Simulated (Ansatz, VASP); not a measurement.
Pt in VASP and in Ansatz

```xyz
2
Lattice="2.6226 0.0000 0.0000 -1.3113 2.2713 0.0000 0.0000 0.0000 4.5525" Properties=species:S:1:pos:R:3 pbc="T T T"
Pt    1.3113    0.7571    3.4144
Pt    0.0000    1.5142    1.1381
```

Change from the starting cell: strain -0.050 along x and y, -0.050 along z, atoms carried along.

Alike in both runs: task single point; functional r2SCAN; k mesh 18 × 18 × 10; occupations gaussian, width 0.15 eV; no spin polarisation.

```csv
,VASP,Ansatz
version,VASP 6.6.1,Ansatz 0.2.0
potentials or method,"VASP PAW PBE potentials, release 64 (Pt), cutoff 520 eV","scalar-relativistic, plane waves, PAW"
valence electrons in the cell,20,36
```

```tsv
	VASP	Ansatz	Ansatz less VASP
gap on the k mesh at the Fermi level (eV)	none	none	-
pressure (GPa)	49.7	48.0	-1.68
traceless stress, the component that is largest in VASP (GPa)	-4.25	-3.95	+0.301
```

VASP's potentials were made for PBE, not for r2SCAN. A gap of «none» marks a metal or a gap that the smearing closes. Both programs put the cell under a high pressure, so it lies far from rest at this level. VASP's potentials hold 20 valence electrons a cell and Ansatz's 36, so a difference there can come from the potentials and not from the codes.

Spin-orbit coupling is off throughout.
